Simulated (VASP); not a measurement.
# GaN in VASP: notebook, part 2 of 2

VASP 6.6.1.

## 3. Single point, r2SCAN (uniaxial x strain -1.1%)

File POSCAR:

```
GaN
1.0
    0.0000000000      2.2489525415      2.2489525415
    2.2253385398      0.0000000000      2.2489525415
    2.2253385398      2.2489525415      0.0000000000
Ga N
1 1
Direct
    0.0000000000      0.0000000000      0.0000000000
    0.2500000000      0.2500000000      0.2500000000
```

File INCAR.step1:

```
  ALGO = Normal
  EDIFF = 1E-4
  ENCUT = 520
  GGA = PE
  ISMEAR = 0
  LASPH = T
  LCHARG = F
  LREAL = F
  LWAVE = T
  NBANDS = 16
  NELM = 60
  PREC = Accurate
  SIGMA = 0.01
```

File INCAR.step2:

```
  ALGO = Normal
  EDIFF = 1E-6
  ENCUT = 520
  ISIF = 2
  ISMEAR = 0
  ISTART = 1
  LASPH = T
  LCHARG = F
  LMIXTAU = T
  LREAL = F
  LWAVE = F
  METAGGA = R2SCAN
  NBANDS = 16
  NELM = 60
  PREC = Accurate
  SIGMA = 0.01
```

File KPOINTS:

```
k-points
0
Gamma
  10 10 10
```

Potentials or basis: VASP PAW PBE potentials, release 64 (Ga_d, N).

Run with:

```console
cat potpaw_PBE.64/Ga_d/POTCAR potpaw_PBE.64/N/POTCAR > POTCAR
cp INCAR.step1 INCAR
mpirun -np 1 vasp_std > vasp.out
cp INCAR.step2 INCAR
mpirun -np 1 vasp_std > vasp.out
```

OUTCAR:

```text
EDIFF = 1E-6
   ENCUT = 520
   ISIF = 2
   ISMEAR = 0
   ISTART = 1
   LASPH = T
   LREAL = F
   METAGGA = R2SCAN
   NELM = 60
   PREC = Accurate

 ion  position               nearest neighbor table
   1  0.000  0.000  0.000-   2 1.94   2 1.94   2 1.94   2 1.94
   2  0.250  0.250  0.250-   1 1.94   1 1.94   1 1.94   1 1.94

  LATTYP: Found a body centered tetragonal cell.
 ALAT       =     3.1804991853
 C/A-ratio  =     1.3993643200

  Lattice vectors:

 A1 = (  -2.2253385398,   0.0000000000,  -2.2489525415)
 A2 = (  -2.2253385398,   0.0000000000,   2.2489525415)
 A3 = (   2.2253385398,   2.2489525415,   0.0000000000)

Analysis of symmetry for initial positions (statically):
=====================================================================
 Subroutine PRICEL returns:
 Original cell was already a primitive cell.

 Routine SETGRP: Setting up the symmetry group for a
 body centered tetragonal supercell.

 Subroutine GETGRP returns: Found  8 space group operations
 (whereof  8 operations were pure point group operations)
 out of a pool of 16 trial point group operations.

The static configuration has the point symmetry D_2d.

Analysis of symmetry for dynamics (positions and initial velocities):
=====================================================================
 Subroutine PRICEL returns:
 Original cell was already a primitive cell.

 Routine SETGRP: Setting up the symmetry group for a
 body centered tetragonal supercell.

 Subroutine GETGRP returns: Found  8 space group operations
 (whereof  8 operations were pure point group operations)
 out of a pool of 16 trial point group operations.

The dynamic configuration has the point symmetry D_2d.

 Subroutine INISYM returns: Found  8 space group operations
 (whereof  8 operations are pure point group operations),
 and found     1 'primitive' translations

----------------------------------------------------------------------------------------
[... 112 lines left out ...]
     AMIX     =   0.40;   BMIX     =  1.00
     AMIX_MAG =   1.60;   BMIX_MAG =  1.00
  volume/ion in A,a.u.               =      11.26        75.95
  Fermi-wavevector in a.u.,A,eV,Ry     =   1.519510  2.871457 31.414619  2.308909
  Thomas-Fermi vector in A             =   2.628486
   LORBIT       =      0    0 simple, 1 ext, 2 COOP (PROOUT), +10 PAW based schemes
   METAGGA = R2SCAN    functional components
   LHFCALC =     F    Hartree Fock is set to
   AEXX    =    0.0000 exact exchange contribution
   IVDW    =     0    specifies the selected vdW correction
   LEPSILON=     F    determine dielectric tensor
   LRPA    =     F    only Hartree local field effects (RPA)
 non-spin polarized calculation
 Gauss-broadening in eV      SIGMA  =   0.01
  energy-cutoff  :      520.00
  volume of cell :       22.51
 maximum number of plane-waves:       616
   NGX = 11   NGY = 11   NGZ = 11

 number of electron      18.0000013 magnetization

 Free energy of the ion-electron system (eV)
  ---------------------------------------------------
  ext. energy  EPLUGINS =         0.00000000
  ---------------------------------------------------
  free energy    TOTEN  =       -21.89226052 eV

  energy without entropy =      -21.89226052  energy(sigma->0) =      -21.89226052

 E-fermi :   5.3804     XC(G=0): -12.7331

 val. band max:        5.2309859604   @ k =   0.0000   0.0000   0.0000
 cond. band min:       7.4285098968   @ k =   0.0000   0.0000   0.0000
 fundamental gap:      2.1975239363
 Fermi energy:         5.3803503108

 k-point     1 :       0.0000    0.0000    0.0000
  band No.  band energies     occupation
      1     -11.6764      2.00000
      2      -8.6496      2.00000
      3      -8.6496      2.00000
      4      -8.6382      2.00000
      5      -8.2772      2.00000
      6      -8.2764      2.00000
[... 433 lines left out ...]
      3      -8.3989      2.00000
      4      -8.3934      2.00000
      5      -8.2135      2.00000
      6      -7.4801      2.00000
[... 8 lines left out ...]
     15      28.5842      0.00000
     16      29.0101      0.00000

 [... further k-points ...]

------------------------ aborting loop because EDIFF is reached ----------------------------------------

  FORCE on cell =-STRESS in cart. coord.  units (eV):
  Direction    XX          YY          ZZ          XY          YZ          ZX
  --------------------------------------------------------------------------------------
  -------------------------------------------------------------------------------------
  Total        0.5835241      0.3946409      0.3946409      0.0000000      0.0000000     -0.0000000
  in kB       41.5319903     28.0883346     28.0883346      0.0000000      0.0000000     -0.0000000
  external PRESSURE =      32.5695532 kB  Pullay stress =       0.0000000 kB

 VOLUME and BASIS-vectors are now :
 -----------------------------------------------------------------------------
  energy-cutoff  :      520.00
  volume of cell :       22.51
      direct lattice vectors                 reciprocal lattice vectors
     0.000000000  2.248952542  2.248952542    -0.224684915  0.222325723  0.222325723
     2.225338540  0.000000000  2.248952542     0.224684915 -0.222325723  0.222325723
     2.225338540  2.248952542  0.000000000     0.224684915  0.222325723 -0.222325723

 POSITION                                       TOTAL-FORCE (eV/Angst)
 -----------------------------------------------------------------------------------
      0.00000      0.00000      0.00000         0.000000      0.000000      0.000000
      1.11267      1.12448      1.12448         0.000000     -0.000000     -0.000000
 -----------------------------------------------------------------------------------
    total drift:                                0.000005      0.000009      0.000009

  FREE ENERGIE OF THE ION-ELECTRON SYSTEM (eV)
  ---------------------------------------------------
  free  energy   TOTEN  =       -21.8922605152 eV

  energy  without entropy=      -21.8922605152  energy(sigma->0) =      -21.89226052
```

OSZICAR.step1:

```text
N       E                     dE             d eps       ncg     rms          rms(c)
DAV:   1     0.804548035037E+02    0.80455E+02   -0.92893E+03  3672   0.201E+03
DAV:   2    -0.860340571121E+01   -0.89058E+02   -0.83242E+02  3800   0.327E+02
DAV:   3    -0.140923277788E+02   -0.54889E+01   -0.54699E+01  3680   0.693E+01
DAV:   4    -0.141536232788E+02   -0.61296E-01   -0.61289E-01  4312   0.777E+00
DAV:   5    -0.141543865102E+02   -0.76323E-03   -0.76323E-03  3768   0.776E-01    0.778E+00
DAV:   6    -0.121239844694E+02    0.20304E+01   -0.48868E+00  4968   0.402E+01    0.268E+00
DAV:   7    -0.121341110156E+02   -0.10127E-01   -0.32932E-01  3536   0.653E+00    0.178E+00
DAV:   8    -0.121304380358E+02    0.36730E-02   -0.55076E-02  3768   0.330E+00    0.768E-01
DAV:   9    -0.121263468731E+02    0.40912E-02   -0.14543E-02  4952   0.281E+00    0.191E-01
DAV:  10    -0.121266818676E+02   -0.33499E-03   -0.15581E-03  3880   0.561E-01    0.907E-02
DAV:  11    -0.121265793661E+02    0.10250E-03   -0.27022E-04  3272   0.257E-01    0.922E-03
DAV:  12    -0.121265861118E+02   -0.67457E-05   -0.47668E-05  1768   0.825E-02
   1 F= -.12126586E+02 E0= -.12126586E+02  d E =-.460309-125
```

Run time: 3.1 min. Hardware: 1 thread of AMD EPYC 7R43 (Zen 3), shared host; peak memory 0.13 GiB.

What came out:

- Free energy: -21.8923 eV
- Pressure: 3.3 GPa
- Band gap on the k mesh: 2.20 eV, direct

Caveat: the cell differs from its parent crystal (uniaxial x strain -1.1%); the PAW data sets were made with another functional, which shifts forces and pressure a little.

## 4. Single point, PBE (shear xy strain +5.7%)

File INCAR:

```
PREC     = Accurate       # precision mode
ENCUT    = 520            # plane-wave cutoff, eV
EDIFF    = 1E-7           # SCF threshold, eV
ISMEAR   = -1             # smearing method
SIGMA    = 0.02           # smearing width, eV
LREAL    = False          # projectors in reciprocal space
LASPH    = True           # aspherical terms in the spheres
NELM     = 80             # most SCF steps
ALGO     = Normal         # electronic algorithm
ISIF     = 2              # what is computed and relaxed
LWAVE    = False          # write WAVECAR
LCHARG   = False          # write CHGCAR
GGA      = PE             # functional
NBANDS   = 16             # bands
```

File KPOINTS:

```
Automatic mesh
0
Gamma
  10 10 10
```

File POSCAR:

```
GaN
1.0
    0.0637578046      2.2489525415      2.2489525415
    2.2489525415      0.0637578046      2.2489525415
    2.3127103461      2.3127103461      0.0000000000
Ga N
1 1
Direct
    0.0041150616      0.0041150616     -0.0041150616
    0.2458849384      0.2458849384      0.2541150616
```

Potentials or basis: VASP PAW PBE potentials, release 64 (Ga_d, N).

Run with:

```console
cat potpaw_PBE.64/Ga_d/POTCAR potpaw_PBE.64/N/POTCAR > POTCAR
mpirun -np 1 vasp_std > vasp.out
```

OUTCAR:

```text
PREC = Accurate
   ENCUT = 520
   EDIFF = 1E-7
   ISMEAR = -1
   LREAL = False
   LASPH = True
   NELM = 80
   ISIF = 2
   GGA = PE

 ion  position               nearest neighbor table
   1  0.004  0.004  0.996-   2 1.93   2 1.93   2 1.96   2 1.96
   2  0.246  0.246  0.254-   1 1.93   1 1.93   1 1.96   1 1.96

  LATTYP: Found a body centered orthorhombic cell.
 ALAT       =     3.0903320334
 B/A-ratio  =     1.0583543457
 C/A-ratio  =     1.4554763160

  Lattice vectors:

[... 641 lines left out ...]

------------------------ aborting loop because EDIFF is reached ----------------------------------------

  FORCE on cell =-STRESS in cart. coord.  units (eV):
  Direction    XX          YY          ZZ          XY          YZ          ZX
  --------------------------------------------------------------------------------------
  -------------------------------------------------------------------------------------
  Total        0.9299015      0.9299015      0.8835885     -1.2477558      0.0000000      0.0000000
  in kB       65.5429309     65.5429309     62.2786189    -87.9464904      0.0000000      0.0000000
  external PRESSURE =      64.4548269 kB  Pullay stress =       0.0000000 kB

 VOLUME and BASIS-vectors are now :
 -----------------------------------------------------------------------------
  energy-cutoff  :      520.00
  volume of cell :       22.73
      direct lattice vectors                 reciprocal lattice vectors
     0.063757805  2.248952542  2.248952542    -0.228812559  0.228812559  0.222325723
     2.248952542  0.063757805  2.248952542     0.228812559 -0.228812559  0.222325723
     2.312710346  2.312710346  0.000000000     0.216196551  0.216196551 -0.222325723

 POSITION                                       TOTAL-FORCE (eV/Angst)
 -----------------------------------------------------------------------------------
      2.31271      2.31271      0.01851         0.000000      0.000000      0.037580
      1.15636      1.15636      1.10597        -0.000000     -0.000000     -0.037580
 -----------------------------------------------------------------------------------
    total drift:                                0.000001      0.000001      0.000153

  FREE ENERGIE OF THE ION-ELECTRON SYSTEM (eV)
  ---------------------------------------------------
  free  energy   TOTEN  =       -12.1028167733 eV

  energy  without entropy=      -12.1028167733  energy(sigma->0) =      -12.10281677
```

Run time: 71 s. Hardware: 1 thread of AMD EPYC 7R43 (Zen 3), shared host; peak memory 0.14 GiB.

What came out:

| Quantity | Value |
| --- | --- |
| Free energy | -12.1028 eV |
| Pressure | 6.4 GPa |
| Largest force | 0.038 eV/Å |
| Band gap on the k mesh | 1.51 eV, direct |

Forces in eV/Å, atoms in the order of the input:
```
Ga   0.000  0.000  0.038
N    0.000  0.000 -0.038
```

Stress tensor (GPa, compression positive):
```
 6.55 -8.79  0.00
-8.79  6.55  0.00
 0.00  0.00  6.23
```

Caveat: the cell differs from its parent crystal (shear xy strain +5.7%).

## 5. Single point, r2SCAN (shear xy strain +5.7%)

POSCAR is that of step 4.

File INCAR.step1:

```
  PREC = Accurate
  ENCUT = 520
  ISMEAR = 0
  SIGMA = 0.01
  LREAL = F
  LASPH = T
  NELM = 60
  NBANDS = 16
  GGA = PE
  ALGO = Normal
  EDIFF = 1E-4
  LWAVE = T
  LCHARG = F
```

File INCAR.step2:

```
  PREC = Accurate
  ENCUT = 520
  EDIFF = 1E-7
  ISMEAR = 0
  SIGMA = 0.01
  LREAL = F
  LASPH = T
  NELM = 60
  ALGO = Normal
  ISIF = 2
  LWAVE = F
  LCHARG = F
  METAGGA = R2SCAN
  LMIXTAU = T
  NBANDS = 16
  ISTART = 1
```

File KPOINTS:

```
regular mesh
0
Gamma
  10 10 10
```

Run with:

```console
cat potpaw_PBE.64/Ga_d/POTCAR potpaw_PBE.64/N/POTCAR > POTCAR
cp INCAR.step1 INCAR
mpirun -np 1 vasp_std > vasp.out
cp INCAR.step2 INCAR
mpirun -np 1 vasp_std > vasp.out
```

Wall time 5.5 min (1 thread of AMD EPYC 7R43 (Zen 3), shared host); peak memory 0.15 GiB.

It converged, with:

| Property | Result |
| --- | --- |
| Free energy | -21.8595 eV |
| Pressure | 1.2 GPa |
| Largest force | 0.016 eV/Å |
| Band gap on the k mesh | 1.90 eV, direct |

Forces in eV/Å, atoms in the order of the input:
```
Ga   0.000  0.000  0.016
N    0.000  0.000 -0.016
```

Stress tensor (GPa, compression positive):
```
 1.31 -9.24  0.00
-9.24  1.31  0.00
 0.00  0.00  1.06
```

Levels at points of the mesh, in eV from the valence-band top:
```
           k point  band 6  band 7  band 8  band 9  band 10  band 11  band 12  band 13
(0.00, 0.00, 0.00)  -13.69   -0.38   -0.22    0.00     1.90    10.21    10.93    11.53
(0.50, 0.00, 0.00)  -12.45   -7.28   -1.42   -1.24     4.72     9.30    10.44    10.71
(0.50, 0.50, 0.00)  -12.18   -6.45   -3.39   -2.58     3.40     7.29    12.43    14.59
(0.00, 0.00, 0.50)  -12.65   -7.51   -1.18   -0.95     5.26     9.10    11.10    11.30
(0.50, 0.00, 0.50)  -12.17   -6.43   -3.00   -2.99     3.56     7.09    12.28    14.79
```

Caveat: the cell differs from its parent crystal (shear xy strain +5.7%); the PAW data sets were made with another functional, which shifts forces and pressure a little.

## 6. Overview

| level | cell | smearing | gap on the mesh (eV) | pressure (GPa) | largest force (eV/Å) |
| --- | --- | --- | --- | --- | --- |
| PBE | a = 3.180, b = 3.164, c = 3.164 Å, angles 60.3, 59.8, 59.8°, 2 atoms | fermi-dirac 0.02 eV | 1.80 | 8.4 | - |
| r2SCAN | a = 3.180, b = 3.164, c = 3.164 Å, angles 60.3, 59.8, 59.8°, 2 atoms | gaussian 0.01 eV | 2.20 | 3.3 | - |
| PBE | a = 3.181, b = 3.181, c = 3.271 Å, angles 59.1, 59.1, 58.1°, 2 atoms | fermi-dirac 0.02 eV | 1.51 | 6.4 | 0.04 |
| r2SCAN | a = 3.181, b = 3.181, c = 3.271 Å, angles 59.1, 59.1, 58.1°, 2 atoms | gaussian 0.01 eV | 1.90 | 1.2 | 0.02 |

Alike in all rows: task single point; potentials or basis VASP PAW PBE potentials, release 64 (Ga_d, N); no spin polarisation; k mesh 10 × 10 × 10; cutoff (eV) 520.

Caveats: the PAW data sets were made with another functional, which shifts forces and pressure a little (some runs).

Absolute energies hang on the potentials; compare differences alone.
